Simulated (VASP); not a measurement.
# Ag (Im-3m) in VASP: a series of runs

The runs below take Ag through single point, with PBEsol.

All numbers are computed with VASP 6.6.1; they aren't measurements. Logs are shortened: lines on timing, memory, paths and dates and some standing lists are left out, and cuts for length are marked.

## 1. The cell of the first run

The structure is cubic, space group Im-3m (No. 229). The conventional cell has a = 3.146 Å, b = 3.146 Å, c = 3.146 Å, α = 90.00°, β = 90.00°, γ = 90.00°. Within 3.6 Å of Ag (site symmetry m-3m) lie 14 Ag at 2.72 to 3.15 Å.

## 2. Single point, PBEsol (strain -0.050 along x and y, -0.050 along z)

File INCAR:

```
PREC     = Accurate       # precision mode
ENCUT    = 520            # plane-wave cutoff, eV
EDIFF    = 1E-6           # SCF threshold, eV
ISMEAR   = 0              # smearing method
SIGMA    = 0.15           # smearing width, eV
LREAL    = False          # projectors in reciprocal space
LASPH    = True           # aspherical terms in the spheres
NELM     = 100            # most SCF steps
ALGO     = Normal         # electronic algorithm
ISIF     = 2              # what is computed and relaxed
LWAVE    = False          # write WAVECAR
LCHARG   = False          # write CHGCAR
GGA      = PS             # functional
NBANDS   = 12             # bands
```

File KPOINTS:

```
Automatic mesh
0
Gamma
  20 20 20
```

File POSCAR:

```
Ag
1.0
   -1.5728713000      1.5728713000      1.5728713000
    1.5728713000     -1.5728713000      1.5728713000
    1.5728713000      1.5728713000     -1.5728713000
Ag
1
Direct
    0.0000000000      0.0000000000      0.0000000000
```

Potentials or basis: VASP PAW PBE potentials, release 64 (Ag).

The run is started by

```console
$ cat potpaw_PBE.64/Ag/POTCAR > POTCAR
$ mpirun -np 1 vasp_std > vasp.out
```

OUTCAR:

```text
PREC = Accurate
   ENCUT = 520
   EDIFF = 1E-6
   ISMEAR = 0
   LREAL = False
   LASPH = True
   NELM = 100
   ISIF = 2
   GGA = PS

 ion  position               nearest neighbor table
   1  0.000  0.000  0.000-

  LATTYP: Found a body centered cubic cell.
 ALAT       =     3.1457426000

  Lattice vectors:

 A1 = (  -1.5728713000,   1.5728713000,   1.5728713000)
 A2 = (   1.5728713000,  -1.5728713000,   1.5728713000)
 A3 = (   1.5728713000,   1.5728713000,  -1.5728713000)

Analysis of symmetry for initial positions (statically):
=====================================================================
 Subroutine PRICEL returns:
 Original cell was already a primitive cell.

 Routine SETGRP: Setting up the symmetry group for a
 body centered cubic supercell.

 Subroutine GETGRP returns: Found 48 space group operations
 (whereof 48 operations were pure point group operations)
 out of a pool of 48 trial point group operations.

The static configuration has the point symmetry O_h .

Analysis of symmetry for dynamics (positions and initial velocities):
=====================================================================
 Subroutine PRICEL returns:
 Original cell was already a primitive cell.

 Routine SETGRP: Setting up the symmetry group for a
 body centered cubic supercell.

 Subroutine GETGRP returns: Found 48 space group operations
 (whereof 48 operations were pure point group operations)
 out of a pool of 48 trial point group operations.

The dynamic configuration has the point symmetry O_h .

 Subroutine INISYM returns: Found 48 space group operations
 (whereof 48 operations are pure point group operations),
 and found     1 'primitive' translations

----------------------------------------------------------------------------------------

                                     Primitive cell

  volume of cell :      15.5647

  direct lattice vectors                    reciprocal lattice vectors
    -1.572871300  1.572871300  1.572871300     0.000000000  0.317889963  0.317889963
     1.572871300 -1.572871300  1.572871300     0.317889963  0.000000000  0.317889963
     1.572871300  1.572871300 -1.572871300     0.317889963  0.317889963  0.000000000

  length of vectors
     2.724293005  2.724293005  2.724293005     0.449564298  0.449564298  0.449564298

  position of ions in fractional coordinates (direct lattice)
     0.000000000  0.000000000  0.000000000

  ion indices of the primitive-cell ions
   primitive index   ion index
[... 74 lines left out ...]
   LREAL  =      F    real-space projection
   EDIFFG = 0.1E-04   stopping-criterion for IOM
   NSW    =      0    number of steps for IOM
   IBRION =     -1    ionic relax: 0-MD 1-quasi-New 2-CG
   NFREE  =      0    steps in history (QN), initial steepest desc. (CG)
   ISIF   =      2    stress and relaxation
   ISYM   =      2    0-nonsym 1-usesym 2-fastsym
   POTIM  = 0.5000    time-step for ionic-motion
   TEBEG  =    0.0;   TEEND  =   0.0 temperature during run
   PSTRESS=    0.0 pullay stress
   NELECT =      11.0000    total number of electrons
   NUPDOWN=      -1.0000    fix difference up-down
   EMIN   =  10.00;   EMAX   =-10.00  energy-range for DOS
   EFERMI =   0.00;   METHOD = LEGACY
   ISMEAR =     0;   SIGMA  =   0.15  broadening in eV -4-tet -1-fermi 0-gaus
   EFERMI_NEDOS =   21; number of points for ismear=-14 and -15
   IALGO  =     38    algorithm
   IMIX   =      4    mixing-type and parameters
     AMIX     =   0.40;   BMIX     =  1.00
     AMIX_MAG =   1.60;   BMIX_MAG =  1.00
  volume/ion in A,a.u.               =      15.56       105.04
  Fermi-wavevector in a.u.,A,eV,Ry     =   1.458229  2.755654 28.931880  2.126433
  Thomas-Fermi vector in A             =   2.574938
   LORBIT       =      0    0 simple, 1 ext, 2 COOP (PROOUT), +10 PAW based schemes
   GGA     = PS    functional components
   LHFCALC =     F    Hartree Fock is set to
   AEXX    =    0.0000 exact exchange contribution
   IVDW    =     0    specifies the selected vdW correction
   LEPSILON=     F    determine dielectric tensor
   LRPA    =     F    only Hartree local field effects (RPA)
 non-spin polarized calculation
 Gauss-broadening in eV      SIGMA  =   0.15
  energy-cutoff  :      520.00
  volume of cell :       15.56
 maximum number of plane-waves:       431
   NGX = 11   NGY = 11   NGZ = 11

 number of electron      11.0000008 magnetization

 Free energy of the ion-electron system (eV)
  ---------------------------------------------------
  ext. energy  EPLUGINS =         0.00000000
  ---------------------------------------------------
  free energy    TOTEN  =        -3.23501858 eV

  energy without entropy =       -3.22961438  energy(sigma->0) =       -3.23231648

 E-fermi :   9.5891     XC(G=0): -12.9655

 val. band max:        9.5777398489   @ k =   0.4000   0.1000  -0.0000
 cond. band min:       9.5968233493   @ k =  -0.4500   0.4500   0.1000
 fundamental gap:      0.0190835004
 Fermi energy:         9.5890570323

 k-point     1 :       0.0000    0.0000    0.0000
  band No.  band energies     occupation
      1       1.0419      2.00000
      2       4.3031      2.00000
      3       4.3031      2.00000
      4       4.3031      2.00000
      5       5.8695      2.00000
      6       5.8695      2.00000
      7      27.8115      0.00000
      8      27.8115      0.00000
      9      27.8115      0.00000
     10      35.0673      0.00000
     11      35.0673      0.00000
     12      35.6782      0.00000
[... 331 lines left out ...]
 k-point    24 :       0.2500    0.1000    0.0000
  band No.  band energies     occupation
      1       2.9567      2.00000
      2       3.7276      2.00000
      3       4.8211      2.00000
      4       5.5881      2.00000
      5       6.0133      2.00000
      6       6.6969      2.00000
      7      20.4321      0.00000
      8      23.8965      0.00000
      9      26.4297      0.00000
     10      29.9477      0.00000
     11      33.6484      0.00000
     12      33.7873      0.00000

 [... further k-points ...]
[... 5 lines left out ...]
  --------------------------------------------------------------------------------------
  -------------------------------------------------------------------------------------
  Total        0.9973252      0.9973252      0.9973252     -0.0000000      0.0000000     -0.0000000
  in kB      102.6615527    102.6615527    102.6615527     -0.0000000      0.0000000     -0.0000000
  external PRESSURE =     102.6615527 kB  Pullay stress =       0.0000000 kB

 VOLUME and BASIS-vectors are now :
 -----------------------------------------------------------------------------
  energy-cutoff  :      520.00
  volume of cell :       15.56
      direct lattice vectors                 reciprocal lattice vectors
    -1.572871300  1.572871300  1.572871300     0.000000000  0.317889963  0.317889963
     1.572871300 -1.572871300  1.572871300     0.317889963  0.000000000  0.317889963
     1.572871300  1.572871300 -1.572871300     0.317889963  0.317889963  0.000000000

 POSITION                                       TOTAL-FORCE (eV/Angst)
 -----------------------------------------------------------------------------------
      0.00000      0.00000      0.00000        -0.000000     -0.000000     -0.000000
 -----------------------------------------------------------------------------------
    total drift:                               -0.000000     -0.000000      0.000000

  FREE ENERGIE OF THE ION-ELECTRON SYSTEM (eV)
  ---------------------------------------------------
  free  energy   TOTEN  =        -3.2350185829 eV

  energy  without entropy=       -3.2296143767  energy(sigma->0) =       -3.23231648
```

stdout:

```text
POSCAR found type information on POSCAR Ag
 POSCAR found :  1 types and       1 ions
 scaLAPACK will be used
 -----------------------------------------------------------------------------
|                                                                             |
|                                                                             |
|     You enforced a specific xc type in the INCAR file but a different       |
|     I HOPE YOU KNOW WHAT YOU ARE DOING!                                     |
|                                                                             |
 -----------------------------------------------------------------------------

 LDA part: xc-table for (Slater+PW92), standard interpolation
 POSCAR, INCAR and KPOINTS ok, starting setup
 FFT: planning ... GRIDC
 FFT: planning ... GRID_SOFT
 FFT: planning ... GRID
 WAVECAR not read
 entering main loop
```

Wall time 51 s (1 thread of AMD EPYC 7R13, shared host); peak memory 0.13 GiB.

What came out:

```
Free energy : -3.2350 eV
Pressure    : 10.3 GPa
```

Caveat: the cell differs from its parent crystal (strain -0.050 along x and y, -0.050 along z); the PAW data sets were made with another functional, which shifts forces and pressure a little.

## 3. Single point, PBEsol (strain -0.025 along x and y, -0.025 along z)

File INCAR:

```
PREC     = Accurate       # precision mode
ENCUT    = 520            # plane-wave cutoff, eV
EDIFF    = 1E-7           # SCF threshold, eV
ISMEAR   = 0              # smearing method
SIGMA    = 0.15           # smearing width, eV
LREAL    = F              # projectors in reciprocal space
LASPH    = T              # aspherical terms in the spheres
NELM     = 80             # most SCF steps
ALGO     = Fast           # electronic algorithm
ISIF     = 2              # what is computed and relaxed
LWAVE    = F              # write WAVECAR
LCHARG   = T              # write CHGCAR
GGA      = PS             # functional
LELF     = T              # ELF
LVHAR    = T            
NBANDS   = 12             # bands
```

KPOINTS is that of step 2.

File POSCAR:

```
Ag
1.0
   -1.6142626500      1.6142626500      1.6142626500
    1.6142626500     -1.6142626500      1.6142626500
    1.6142626500      1.6142626500     -1.6142626500
Ag
1
Direct
    0.0000000000      0.0000000000      0.0000000000
```

Potentials or basis: VASP PAW PBE potentials, release 64 (Ag).

The run is started by

```console
$ cat potpaw_PBE.64/Ag/POTCAR > POTCAR
$ mpirun -np 1 vasp_std > vasp.out
```

Run time: 2 min. Hardware: 1 thread of AMD EPYC 7R13, shared host; peak memory 0.15 GiB.

It converged, with:

| Property | Result |
| --- | --- |
| Free energy | -3.2705 eV |
| Pressure | -0.6 GPa |

Levels at points of the mesh, in eV from the Fermi level:
| k point | band 1 | band 2 | band 3 | band 4 | band 5 | band 6 | band 7 | band 8 | band 9 | band 10 |
| --- | --- | --- | --- | --- | --- | --- | --- | --- | --- | --- |
| (0.00, 0.00, 0.00) | -7.92 | -4.94 | -4.94 | -4.94 | -3.56 | -3.56 | 17.99 | 17.99 | 17.99 | 24.52 |
| (0.50, 0.00, 0.00) | -6.49 | -5.75 | -3.62 | -3.43 | -2.52 | -0.16 | 4.23 | 13.36 | 14.57 | 20.18 |
| (0.50, 0.50, 0.50) | -6.43 | -6.43 | -2.77 | -2.77 | -2.77 | 6.89 | 6.89 | 6.89 | 13.01 | 13.67 |

Caveat: the cell differs from its parent crystal (strain -0.025 along x and y, -0.025 along z); the PAW data sets were made with another functional, which shifts forces and pressure a little.

## 4. Single point, PBEsol (strain +0.025 along x and y, +0.025 along z)

File INCAR:

```
SYSTEM = Ag
  PREC = Accurate
  ENCUT = 520
  EDIFF = 1E-6
  ISMEAR = 0
  SIGMA = 0.15
  LREAL = .FALSE.
  LASPH = .TRUE.
  NELM = 60
  ALGO = Fast
  ISIF = 2
  LWAVE = .FALSE.
  LCHARG = .FALSE.
  GGA = PS
  NBANDS = 12
```

File KPOINTS:

```
regular mesh
0
G
  20 20 20
  0 0 0
```

File POSCAR:

```
Ag
1.0
   -1.6970453500      1.6970453500      1.6970453500
    1.6970453500     -1.6970453500      1.6970453500
    1.6970453500      1.6970453500     -1.6970453500
Ag
1
Direct
    0.0000000000      0.0000000000      0.0000000000
```

The run is started by

```console
$ cat potpaw_PBE.64/Ag/POTCAR > POTCAR
$ mpirun -np 1 vasp_std > vasp.out
```

It took 90 s on 1 thread of AMD EPYC 7R13, shared host; peak memory 0.15 GiB.

The run converged. Its results:

```yaml
Free_energy: -3.1537 eV
Pressure: -11.3 GPa
```

Levels at points of the mesh, in eV from the Fermi level:
```csv
k point,band 2,band 3,band 4,band 5,band 6,band 7,band 8,band 9
"(0.00, 0.00, 0.00)",-4.42,-4.42,-4.42,-3.35,-3.35,17.40,17.40,17.40
"(0.50, 0.00, 0.00)",-5.04,-3.40,-3.26,-2.55,0.19,3.39,12.77,13.23
"(0.50, 0.50, 0.50)",-5.54,-2.75,-2.75,-2.75,6.46,6.46,6.46,10.94
```

Caveat: the cell differs from its parent crystal (strain +0.025 along x and y, +0.025 along z); the PAW data sets were made with another functional, which shifts forces and pressure a little.

## 5. Summary

| cell | gap on the mesh (eV) | pressure (GPa) |
| --- | --- | --- |
| a = 2.724 Å, angles 109.5°, 1 atom | none | 10.3 |
| a = 2.796 Å, angles 109.5°, 1 atom | none | -0.6 |
| a = 2.939 Å, angles 109.5°, 1 atom | none | -11.3 |

Alike in all rows: task single point; level PBEsol; potentials or basis VASP PAW PBE potentials, release 64 (Ag); no spin polarisation; k mesh 20 × 20 × 20; cutoff (eV) 520; smearing gaussian 0.15 eV.

Caveats: the PAW data sets were made with another functional, which shifts forces and pressure a little.

Absolute energies hang on the potentials; compare differences alone.
